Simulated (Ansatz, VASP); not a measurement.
**One calculation of Si3N4, two programs**

```
Si N
1.0
     7.62720    0.00000    0.00000
    -3.81360    6.60535    0.00000
     0.00000    0.00000    2.91820
Si N
6 8
Cartesian
  -1.6003 5.0742 0.7296
  2.4327 1.1512 2.1886
  0.2194 2.6824 0.7296
  5.4139 1.5312 2.1886
  1.3809 5.4542 0.7296
  3.5942 3.9230 2.1886
  0.0000 4.4036 0.7296
  3.8136 2.2018 2.1886
  2.3999 0.1994 0.7296
  1.0272 2.1781 2.1886
  6.2545 1.9786 0.7296
  1.4137 6.4059 2.1886
  2.7864 4.4273 0.7296
  -2.4409 4.6267 2.1886
```

Alike in both runs: task electric field gradients; functional r2SCAN; k mesh 4 × 4 × 9; occupations fermi-dirac, width 0.02 eV; no spin polarisation.

|  | VASP | Ansatz |
| --- | --- | --- |
| version | VASP 6.6.1 | Ansatz 0.2.0 |
| potentials or method | VASP PAW PBE potentials, release 64 (Si, N) | plane-wave PAW, scalar-relativistic |
| plane-wave cutoff (eV) | 520 | 500 |
| valence electrons in the cell | 64 | 64 |

|  | VASP | Ansatz | Ansatz less VASP |
| --- | --- | --- | --- |
| gap on the k mesh at the Fermi level (eV) | 4.95 | 4.95 | +0.001 |
| pressure (GPa) | -2.9 | -3.1 | -0.21 |
| traceless stress, the component that is largest in VASP (GPa) | -0.67 | -0.65 | +0.011 |
| rms of the force components (eV/Å) | 0.027 | 0.027 | +0.0009 |
| size of Vzz on the site where it differs most (V/Å²) | 47.4 | 52.8 | +5.41 |

VASP's potentials were made for PBE, not for r2SCAN. Atom by atom the forces differ by 0.001 eV/Å (rms over components).
